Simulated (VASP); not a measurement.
Wanted: the native input for a VASP 6.6.1 run.

* Task: single point
* Functional: PBE
* Potentials or basis: VASP PAW PBE potentials, release 64 (K_sv, Mn_pv, Os, C, N)
* Cutoff: 600 eV
* k mesh: 4 × 4 × 4
* Occupations: gaussian, width 0.1 eV
* Spin: collinear spin, ferromagnetic start
* Starting moments: [0.0, 0.0, 4.0, 1.0, 0.0, 0.0, 0.0, 0.0, 0.0, 0.0, 0.0, 0.0, 0.0, 0.0, 0.0, 0.0] μB
* Dipole correction: no
* Further INCAR settings: ALGO = Normal; EDIFF = 1e-06; NBANDS = 64

The structure of K2MnOsC6N6 lies in POSCAR:

```
K2MnOsC6N6
1.0
    0.0000000000      5.0960000000      5.0960000000
    5.0960000000      0.0000000000      5.0960000000
    5.0960000000      5.0960000000      0.0000000000
K Mn Os C N
2 1 1 6 6
Direct
    0.2500000000      0.2500000000      0.2500000000
    0.7500000000      0.7500000000      0.7500000000
    0.5000000000      0.5000000000      0.5000000000
    0.0000000000      0.0000000000      0.0000000000
    0.8139717400      0.1860282600      0.1860282600
    0.1860282600      0.8139717400      0.1860282600
    0.1860282600      0.1860282600      0.8139717400
    0.1860282600      0.8139717400      0.8139717400
    0.8139717400      0.1860282600      0.8139717400
    0.8139717400      0.8139717400      0.1860282600
    0.6991758200      0.3008241800      0.3008241800
    0.3008241800      0.6991758200      0.3008241800
    0.3008241800      0.3008241800      0.6991758200
    0.3008241800      0.6991758200      0.6991758200
    0.6991758200      0.3008241800      0.6991758200
    0.6991758200      0.6991758200      0.3008241800
```

One way to write it, as run:

INCAR

```
SYSTEM = K2MnOsC6N6
PREC = Accurate
ENCUT = 600
EDIFF = 1E-6
ISMEAR = 0
SIGMA = 0.1
LREAL = .False.
LASPH = .True.
NELM = 200
ALGO = Normal
ISIF = 2
LWAVE = .False.
LCHARG = .False.
ISPIN = 2
MAGMOM = 0 0 4 1 0 0 0 0 0 0 0 0 0 0 0 0
LORBIT = 11
LMAXMIX = 4
GGA = PE
NBANDS = 64
GGA_COMPAT = .False.
```

KPOINTS

```
Automatic mesh
0
Gamma
  4 4 4
  0 0 0
```

Potentials or basis: VASP PAW PBE potentials, release 64 (K_sv, Mn_pv, Os, C, N).

Command:

```sh
$ cat potpaw_PBE.64/K_sv/POTCAR potpaw_PBE.64/Mn_pv/POTCAR potpaw_PBE.64/Os/POTCAR potpaw_PBE.64/C/POTCAR potpaw_PBE.64/N/POTCAR > POTCAR
$ mpirun -np 1 vasp_std > vasp.out
```

Results of the run:

* Pressure: 8.7 GPa
* Largest force: 2.436 eV/Å
* Band gap on the k mesh: zero (filled and empty bands overlap)
* Net moment: 1.00 μB per cell
* Site moments: K +0.00; Mn +0.95; Os +0.07; C -0.00; N -0.01 μB
* Valence electrons inside the program's atomic spheres: K 7.53; Mn 11.64; Os 8.89; C 2.67; N 3.89

Caveat: the cell stands under pressure; spin-orbit coupling is left out, which moves the levels of the heavy elements; a cell with one magnetic atom can't hold antiferromagnetic order, which such compounds often take; forces of over 1 eV/Å act on the atoms, so gaps and moduli don't describe the material at rest.

Wall time 7.5 min on 1 thread of Intel(R) Xeon(R) Platinum 8488C (Sapphire Rapids) (shared host), peak memory 0.81 GiB.
